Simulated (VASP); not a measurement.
# ZnO (NiAs type) (P6_3/mmc) in VASP: a series of runs

ZnO (NiAs type) is run at these levels: PBE; tasks: single point.

Program: VASP 6.6.1. These are calculated values, not measurements. Logs are shortened: lines on timing, memory, paths and dates and some standing lists are left out, and cuts for length are marked.

## Step 1: The cell of the first run

Symmetry: P6_3/mmc, No. 194, hexagonal system. The conventional cell has a = 2.665 Å, b = 2.665 Å, c = 4.815 Å, α = 90.00°, β = 90.00°, γ = 120.00°. Zn (site symmetry -3m) has 6 O at 1.95 Å and 2 Zn at 2.41 Å within 2.6 Å. Within 2.6 Å of O (site symmetry -6m2) lie 6 Zn at 1.95 Å.

## Step 2: Single point, PBE

Contents of INCAR:

```
PREC = Accurate
ENCUT = 520
EDIFF = 1E-6
ISMEAR = -1
SIGMA = 0.08
LREAL = F
LASPH = T
NELM = 80
ALGO = Normal
ISIF = 2
LWAVE = F
LCHARG = T
GGA = PE
LELF = T
LVHAR = T
NBANDS = 26
```

Contents of KPOINTS:

```
regular mesh
0
Gamma
  11 11 7
```

Contents of POSCAR:

```
ZnO
1.0
    2.6654997384      0.0000000000      0.0000000000
   -1.3327498692      2.3083904872      0.0000000000
    0.0000000000      0.0000000000      4.8152816878
Zn O
2 2
Direct
    0.0000000000      0.0000000000      0.0000000000
    0.0000000000      0.0000000000      0.5000000000
    0.3333333333      0.6666666667      0.2500000000
    0.6666666667      0.3333333333      0.7500000000
```

Potentials or basis: VASP PAW PBE potentials, release 64 (Zn, O).

On the command line:

```sh
> cat potpaw_PBE.64/Zn/POTCAR potpaw_PBE.64/O/POTCAR > POTCAR
> mpirun -np 1 vasp_std > vasp.out
```

OUTCAR:

```text
PREC = Accurate
   ENCUT = 520
   EDIFF = 1E-6
   ISMEAR = -1
   LREAL = F
   LASPH = T
   NELM = 80
   ISIF = 2
   GGA = PE

 ion  position               nearest neighbor table
   1  0.000  0.000  0.000-   3 1.95   4 1.95   3 1.95   4 1.95   4 1.95   3 1.95   2 2.41   2 2.41

   2  0.000  0.000  0.500-   3 1.95   4 1.95   3 1.95   4 1.95   4 1.95   3 1.95   1 2.41   1 2.41

   3  0.333  0.667  0.250-   1 1.95   2 1.95   1 1.95   2 1.95   1 1.95   2 1.95
   4  0.667  0.333  0.750-   1 1.95   2 1.95   1 1.95   2 1.95   1 1.95   2 1.95

  LATTYP: Found a hexagonal cell.
 ALAT       =     2.6654997384
 C/A-ratio  =     1.8065211632

  Lattice vectors:

 A1 = (   2.6654997384,   0.0000000000,   0.0000000000)
 A2 = (  -1.3327498692,   2.3083904872,   0.0000000000)
 A3 = (   0.0000000000,   0.0000000000,   4.8152816878)

Analysis of symmetry for initial positions (statically):
=====================================================================
 Subroutine PRICEL returns:
 Original cell was already a primitive cell.

 Routine SETGRP: Setting up the symmetry group for a
 hexagonal supercell.

 Subroutine GETGRP returns: Found 24 space group operations
 (whereof 12 operations were pure point group operations)
 out of a pool of 24 trial point group operations.

The static configuration has the point symmetry D_3d.
 The point group associated with its full space group is D_6h.

Analysis of symmetry for dynamics (positions and initial velocities):
=====================================================================
 Subroutine PRICEL returns:
 Original cell was already a primitive cell.

 Routine SETGRP: Setting up the symmetry group for a
 hexagonal supercell.

 Subroutine GETGRP returns: Found 24 space group operations
 (whereof 12 operations were pure point group operations)
 out of a pool of 24 trial point group operations.

The dynamic configuration has the point symmetry D_3d.
 The point group associated with its full space group is D_6h.

 Subroutine INISYM returns: Found 24 space group operations
 (whereof 12 operations are pure point group operations),
 and found     1 'primitive' translations

----------------------------------------------------------------------------------------

                                     Primitive cell

  volume of cell :      29.6285

  direct lattice vectors                    reciprocal lattice vectors
     2.665499738  0.000000000  0.000000000     0.375164171  0.216601135  0.000000000
    -1.332749869  2.308390487  0.000000000     0.000000000  0.433202270  0.000000000
     0.000000000  0.000000000  4.815281688     0.000000000  0.000000000  0.207672171

  length of vectors
     2.665499738  2.665499738  4.815281688     0.433202270  0.433202270  0.207672171

  position of ions in fractional coordinates (direct lattice)
     0.000000000  0.000000000  0.000000000
     0.000000000  0.000000000  0.500000000
     0.333333333  0.666666667  0.250000000
     0.666666667  0.333333333  0.750000000

  ion indices of the primitive-cell ions
   primitive index   ion index
                 1           1
                 2           2
                 3           3
                 4           4

----------------------------------------------------------------------------------------

 KPOINTS: regular mesh

Automatic generation of k-mesh.
 Grid dimensions read from file:
 generate k-points for:   11   11    7

 Generating k-lattice:

  Cartesian coordinates                     Fractional coordinates (reciprocal lattice)
     0.034105834  0.019691012  0.000000000     0.090909091  0.000000000  0.000000000
     0.000000000  0.039382025  0.000000000     0.000000000  0.090909091  0.000000000
     0.000000000  0.000000000  0.029667453     0.000000000  0.000000000  0.142857143

  Length of vectors
     0.039382025  0.039382025  0.029667453

  Shift w.r.t. Gamma in fractional coordinates (k-lattice)
     0.000000000  0.000000000  0.000000000

 Subroutine IBZKPT returns following result:
 ===========================================

 Found     64 irreducible k-points:

 Following reciprocal coordinates:
            Coordinates               Weight
  0.000000  0.000000  0.000000      1.000000
  0.090909 -0.000000  0.000000      6.000000
  0.181818 -0.000000  0.000000      6.000000
  0.272727  0.000000  0.000000      6.000000
  0.363636 -0.000000  0.000000      6.000000
  0.454545 -0.000000  0.000000      6.000000
[... 16 lines left out ...]
  0.090909  0.090909  0.142857     12.000000
  0.181818  0.090909  0.142857     24.000000
 [... further k-points ...]
   k-points           NKPTS =     64   k-points in BZ     NKDIM =     64   number of bands    NBANDS=     26
   number of dos      NEDOS =    301   number of ions     NIONS =      4
   total plane-waves  NPLWV =  14400
   dimension x,y,z NGX =    20 NGY =   20 NGZ =   36
   dimension x,y,z NGXF=    40 NGYF=   40 NGZF=   72
   ions per type =               2   2
   NGX,Y,Z   is equivalent  to a cutoff of  12.47, 12.47, 12.43 a.u.
   NGXF,Y,Z  is equivalent  to a cutoff of  24.95, 24.95, 24.86 a.u.
 SYSTEM =  unknown system
   PREC   = accura    normal or accurate (medium, high low for compatibility)
   ISTART =      0    job   : 0-new  1-cont  2-samecut
   ICHARG =      2    charge: 1-file 2-atom 10-const
   ISPIN  =      1    spin polarized calculation?
   LNONCOLLINEAR =      F non collinear calculations
   LSORBIT =      F    spin-orbit coupling
   LASPH  =      T    aspherical Exc in radial PAW
   ENCUT  =  520.0 eV  38.22 Ry    6.18 a.u.   4.96  4.96  8.95*2*pi/ulx,y,z
   NELM   =     80;   NELMIN=  2; NELMDL= -5     # of ELM steps
   EDIFF  = 0.1E-05   stopping-criterion for ELM
   LREAL  =      F    real-space projection
   EDIFFG = 0.1E-04   stopping-criterion for IOM
   NSW    =      0    number of steps for IOM
   IBRION =     -1    ionic relax: 0-MD 1-quasi-New 2-CG
   NFREE  =      0    steps in history (QN), initial steepest desc. (CG)
   ISIF   =      2    stress and relaxation
   ISYM   =      2    0-nonsym 1-usesym 2-fastsym
   POTIM  = 0.5000    time-step for ionic-motion
   TEBEG  =    0.0;   TEEND  =   0.0 temperature during run
   PSTRESS=    0.0 pullay stress
   NELECT =      36.0000    total number of electrons
   NUPDOWN=      -1.0000    fix difference up-down
   EMIN   =  10.00;   EMAX   =-10.00  energy-range for DOS
   EFERMI =   0.00;   METHOD = LEGACY
   ISMEAR =    -1;   SIGMA  =   0.08  broadening in eV -4-tet -1-fermi 0-gaus
   EFERMI_NEDOS =   21; number of points for ismear=-14 and -15
   IALGO  =     38    algorithm
   IMIX   =      4    mixing-type and parameters
     AMIX     =   0.40;   BMIX     =  1.00
     AMIX_MAG =   1.60;   BMIX_MAG =  1.00
  volume/ion in A,a.u.               =       7.41        49.99
  Fermi-wavevector in a.u.,A,eV,Ry     =   1.746918  3.301196 41.521194  3.051722
  Thomas-Fermi vector in A             =   2.818319
   LORBIT       =      0    0 simple, 1 ext, 2 COOP (PROOUT), +10 PAW based schemes
   GGA     = PE    functional components
   LHFCALC =     F    Hartree Fock is set to
   AEXX    =    0.0000 exact exchange contribution
   IVDW    =     0    specifies the selected vdW correction
   LEPSILON=     F    determine dielectric tensor
   LRPA    =     F    only Hartree local field effects (RPA)
 non-spin polarized calculation
  energy-cutoff  :      520.00
  volume of cell :       29.63
 maximum number of plane-waves:       815
 NGX is ok and might be reduce to    20

 number of electron      35.9999998 magnetization

 Free energy of the ion-electron system (eV)
  ---------------------------------------------------
  ext. energy  EPLUGINS =         0.00000000
  ---------------------------------------------------
  free energy    TOTEN  =       -13.88325088 eV

  energy without entropy =      -13.88325086  energy(sigma->0) =      -13.88325087

 E-fermi :   7.4336     XC(G=0): -13.9577

 val. band max:        6.1722912032   @ k =   0.0000   0.0000   0.0000
 cond. band min:       8.4717525080   @ k =   0.0000   0.0000   0.0000
 fundamental gap:      2.2994613049
 Fermi energy:         7.4335694180

 k-point     1 :       0.0000    0.0000    0.0000
  band No.  band energies     occupation
      1     -15.5697      2.00000
      2     -13.5956      2.00000
      3      -4.4545      2.00000
      4      -1.2039      2.00000
      5      -1.2039      2.00000
      6      -0.7251      2.00000
[... 18 lines left out ...]
     25      25.4836      0.00000
     26      27.5300      0.00000

 k-point     2 :       0.0909   -0.0000    0.0000
  band No.  band energies     occupation
      1     -15.4296      2.00000
      2     -13.5420      2.00000
      3      -4.2613      2.00000
      4      -1.2390      2.00000
      5      -1.1696      2.00000
      6      -0.7182      2.00000
[... 18 lines left out ...]
     25      24.4613      0.00000
     26      24.8325      0.00000

 k-point     3 :       0.1818   -0.0000    0.0000
  band No.  band energies     occupation
      1     -15.0293      2.00000
      2     -13.3958      2.00000
      3      -3.7121      2.00000
      4      -1.3408      2.00000
      5      -1.1147      2.00000
      6      -0.8543      2.00000
[... 18 lines left out ...]
     25      23.6991      0.00000
     26      24.5514      0.00000

 k-point     4 :       0.2727    0.0000    0.0000
  band No.  band energies     occupation
      1     -14.4343      2.00000
      2     -13.2011      2.00000
      3      -2.9321      2.00000
      4      -1.8914      2.00000
      5      -1.3614      2.00000
      6      -1.1502      2.00000
[... 18 lines left out ...]
     25      22.7415      0.00000
     26      24.4822      0.00000
[... 496 lines left out ...]
      1     -13.2356      2.00000
      2     -13.0127      2.00000
      3      -3.8243      2.00000
      4      -2.3416      2.00000
      5      -1.3632      2.00000
      6      -1.3075      2.00000
[... 18 lines left out ...]
     25      21.0080      0.00000
     26      25.0168      0.00000

 k-point    23 :       0.0909    0.0909    0.1429
  band No.  band energies     occupation
      1     -15.0898      2.00000
      2     -13.5494      2.00000
      3      -3.7083      2.00000
      4      -1.2282      2.00000
      5      -1.0972      2.00000
      6      -0.7421      2.00000
[... 18 lines left out ...]
     25      23.5167      0.00000
     26      25.0507      0.00000

 k-point    24 :       0.1818    0.0909    0.1429
  band No.  band energies     occupation
      1     -14.6009      2.00000
      2     -13.3514      2.00000
      3      -3.1324      2.00000
      4      -1.5009      2.00000
      5      -1.3181      2.00000
      6      -0.9571      2.00000
[... 18 lines left out ...]
     25      22.3163      0.00000
     26      24.6337      0.00000

 [... further k-points ...]
[... 5 lines left out ...]
  --------------------------------------------------------------------------------------
  -------------------------------------------------------------------------------------
  Total       20.8478167     20.8478167     21.0452013      0.0000000      0.0000000      0.0000000
  in kB     1127.3572053   1127.3572053   1138.0308877      0.0000000      0.0000000      0.0000000
  external PRESSURE =    1130.9150994 kB  Pullay stress =       0.0000000 kB

 VOLUME and BASIS-vectors are now :
 -----------------------------------------------------------------------------
  energy-cutoff  :      520.00
  volume of cell :       29.63
      direct lattice vectors                 reciprocal lattice vectors
     2.665499738  0.000000000  0.000000000     0.375164171  0.216601135  0.000000000
    -1.332749869  2.308390487  0.000000000     0.000000000  0.433202270  0.000000000
     0.000000000  0.000000000  4.815281688     0.000000000  0.000000000  0.207672171

 POSITION                                       TOTAL-FORCE (eV/Angst)
 -----------------------------------------------------------------------------------
      0.00000      0.00000      0.00000         0.000000      0.000000     -0.000000
      0.00000      0.00000      2.40764         0.000000      0.000000     -0.000000
     -0.00000      1.53893      1.20382         0.000000     -0.000000     -0.000000
      1.33275      0.76946      3.61146        -0.000000      0.000000      0.000000
 -----------------------------------------------------------------------------------
    total drift:                                0.000000     -0.000000      0.000000

  FREE ENERGIE OF THE ION-ELECTRON SYSTEM (eV)
  ---------------------------------------------------
  free  energy   TOTEN  =       -13.8832508784 eV

  energy  without entropy=      -13.8832508641  energy(sigma->0) =      -13.88325087
```

Wall time 25 s (1 thread of Intel Xeon 6975P-C (Granite Rapids), shared host); peak memory 0.16 GiB.

Results:

* Free energy: -13.8833 eV
* Pressure: 113.1 GPa
* Band gap on the k mesh: 2.30 eV, direct

Stress tensor (GPa, compression positive):
```
112.74   0.00   0.00
  0.00 112.74   0.00
  0.00   0.00 113.80
```

Levels at points of the mesh, in eV from the valence-band top:
| k point | band 16 | band 17 | band 18 | band 19 | band 20 | band 21 |
| --- | --- | --- | --- | --- | --- | --- |
| (0.00, 0.00, 0.00) | -2.22 | 0.00 | 0.00 | 2.30 | 6.88 | 10.54 |

## Step 3: Single point, PBE

Contents of INCAR:

```
SYSTEM = ZnO
PREC = Accurate
ENCUT = 520
EDIFF = 1E-6
ISMEAR = -1
SIGMA = 0.08
LREAL = .False.
LASPH = .True.
NELM = 100
ALGO = Normal
ISIF = 2
LWAVE = .False.
LCHARG = .False.
GGA = PE
NBANDS = 26
```

Contents of KPOINTS:

```
regular mesh
0
Gamma
  11 11 7
  0 0 0
```

POSCAR is that of step 2.

Potentials or basis: VASP PAW PBE potentials, release 64 (Zn, O).

On the command line:

```sh
> cat potpaw_PBE.64/Zn/POTCAR potpaw_PBE.64/O/POTCAR > POTCAR
> mpirun -np 1 vasp_std > vasp.out
```

OUTCAR:

```text
SYSTEM = ZnO
   PREC = Accurate
   ENCUT = 520
   EDIFF = 1E-6
   ISMEAR = -1
   LREAL = .False.
   LASPH = .True.
   NELM = 100
   ISIF = 2
   GGA = PE

 ion  position               nearest neighbor table
   1  0.000  0.000  0.000-   3 1.95   4 1.95   3 1.95   4 1.95   4 1.95   3 1.95   2 2.41   2 2.41

   2  0.000  0.000  0.500-   3 1.95   4 1.95   3 1.95   4 1.95   4 1.95   3 1.95   1 2.41   1 2.41

   3  0.333  0.667  0.250-   1 1.95   2 1.95   1 1.95   2 1.95   1 1.95   2 1.95
   4  0.667  0.333  0.750-   1 1.95   2 1.95   1 1.95   2 1.95   1 1.95   2 1.95

[... 899 lines left out ...]
  --------------------------------------------------------------------------------------
  -------------------------------------------------------------------------------------
  Total       20.8478167     20.8478167     21.0452013      0.0000000      0.0000000      0.0000000
  in kB     1127.3572053   1127.3572053   1138.0308877      0.0000000      0.0000000      0.0000000
  external PRESSURE =    1130.9150994 kB  Pullay stress =       0.0000000 kB

 VOLUME and BASIS-vectors are now :
 -----------------------------------------------------------------------------
  energy-cutoff  :      520.00
  volume of cell :       29.63
      direct lattice vectors                 reciprocal lattice vectors
     2.665499738  0.000000000  0.000000000     0.375164171  0.216601135  0.000000000
    -1.332749869  2.308390487  0.000000000     0.000000000  0.433202270  0.000000000
     0.000000000  0.000000000  4.815281688     0.000000000  0.000000000  0.207672171

 POSITION                                       TOTAL-FORCE (eV/Angst)
 -----------------------------------------------------------------------------------
      0.00000      0.00000      0.00000         0.000000      0.000000     -0.000000
      0.00000      0.00000      2.40764         0.000000      0.000000     -0.000000
     -0.00000      1.53893      1.20382         0.000000     -0.000000     -0.000000
      1.33275      0.76946      3.61146        -0.000000      0.000000      0.000000
 -----------------------------------------------------------------------------------
    total drift:                                0.000000     -0.000000      0.000000

  FREE ENERGIE OF THE ION-ELECTRON SYSTEM (eV)
  ---------------------------------------------------
  free  energy   TOTEN  =       -13.8832508784 eV

  energy  without entropy=      -13.8832508641  energy(sigma->0) =      -13.88325087
```

Wall time 26 s (1 thread of Intel Xeon 6975P-C (Granite Rapids), shared host); peak memory 0.16 GiB.

Results:

| Quantity | Value |
| --- | --- |
| Free energy | -13.8833 eV |
| Pressure | 113.1 GPa |
| Band gap on the k mesh | 2.30 eV, direct |

Stress tensor (GPa, compression positive):
```
112.74   0.00   0.00
  0.00 112.74   0.00
  0.00   0.00 113.80
```

Levels at points of the mesh, in eV from the valence-band top:
```csv
k point,band 16,band 17,band 18,band 19,band 20,band 21
"(0.00, 0.00, 0.00)",-2.22,0.00,0.00,2.30,6.88,10.54
```

## Step 4: Single point, PBE

This run uses another cell than the first one, of 8.23 Å³/atom, 1.111 times its volume.

Contents of INCAR:

```
SYSTEM = ZnO
ALGO = Normal
EDIFF = 1E-6
ENCUT = 520
GGA = PE
ISIF = 2
ISMEAR = -1
LASPH = .TRUE.
LCHARG = .TRUE.
LELF = .TRUE.
LREAL = .FALSE.
LVHAR = .TRUE.
LWAVE = .FALSE.
NBANDS = 26
NELM = 60
PREC = Accurate
SIGMA = 0.08
```

Contents of KPOINTS:

```
k-points
0
G
  11 11 7
  0 0 0
```

Contents of POSCAR:

```
ZnO
1.0
    2.7806890500      0.0000000000      0.0000000000
   -1.3903445250      2.4081473573      0.0000000000
    0.0000000000      0.0000000000      4.9162235575
Zn O
2 2
Direct
    0.0000000000      0.0000000000      0.0000000000
    0.0000000000      0.0000000000      0.5000000000
    0.3333333333      0.6666666667      0.2500000000
    0.6666666667      0.3333333333      0.7500000000
```

On the command line:

```sh
> cat potpaw_PBE.64/Zn/POTCAR potpaw_PBE.64/O/POTCAR > POTCAR
> mpirun -np 1 vasp_std > vasp.out
```

Wall time 24 s (1 thread of Intel Xeon 6975P-C (Granite Rapids), shared host); peak memory 0.19 GiB.

The run converged. Its results:

| Property | Result |
| --- | --- |
| Free energy | -15.6345 eV |
| Pressure | 61.2 GPa |
| Band gap on the k mesh | 1.65 eV, direct |

Stress tensor (GPa, compression positive):
```
61.03  0.00  0.00
 0.00 61.03  0.00
 0.00  0.00 61.60
```

Levels at points of the mesh, in eV from the valence-band top:
```tsv
k point	band 14	band 15	band 16	band 17	band 18	band 19	band 20	band 21	band 22	band 23
(0.00, 0.00, 0.00)	-2.61	-1.84	-1.84	0.00	0.00	1.65	6.34	9.87	15.52	15.52
```

A k mesh can miss the band edges. Expect the measured gap to be larger: semilocal functionals such as PBE lack the derivative discontinuity.

## Step 5: Single point, PBE

Contents of INCAR:

```
PREC     = Accurate       # precision mode
ENCUT    = 520            # plane-wave cutoff, eV
EDIFF    = 1E-7           # SCF threshold, eV
ISMEAR   = -1             # smearing method
SIGMA    = 0.08           # smearing width, eV
LREAL    = False          # projectors in reciprocal space
LASPH    = True           # aspherical terms in the spheres
NELM     = 60             # most SCF steps
ALGO     = Normal         # electronic algorithm
ISIF     = 2              # what is computed and relaxed
LWAVE    = False          # write WAVECAR
LCHARG   = False          # write CHGCAR
GGA      = PE             # functional
NBANDS   = 26             # bands
```

Contents of KPOINTS:

```
regular mesh
0
Gamma
  11 11 7
```

POSCAR is that of step 4.

On the command line:

```sh
> cat potpaw_PBE.64/Zn/POTCAR potpaw_PBE.64/O/POTCAR > POTCAR
> mpirun -np 1 vasp_std > vasp.out
```

Run time: 30 s. Hardware: 1 thread of Intel Xeon 6975P-C (Granite Rapids), shared host; peak memory 0.18 GiB.

Results (log left out):

| Item | Value |
| --- | --- |
| Free energy | -15.6345 eV |
| Pressure | 61.3 GPa |
| Band gap on the k mesh | 1.65 eV, direct |

Stress tensor (GPa, compression positive):
```
61.06  0.00  0.00
 0.00 61.06  0.00
 0.00  0.00 61.64
```

Levels at points of the mesh, in eV from the valence-band top:
```csv
k point,band 16,band 17,band 18,band 19,band 20,band 21
"(0.00, 0.00, 0.00)",-1.84,0.00,0.00,1.65,6.34,9.87
```
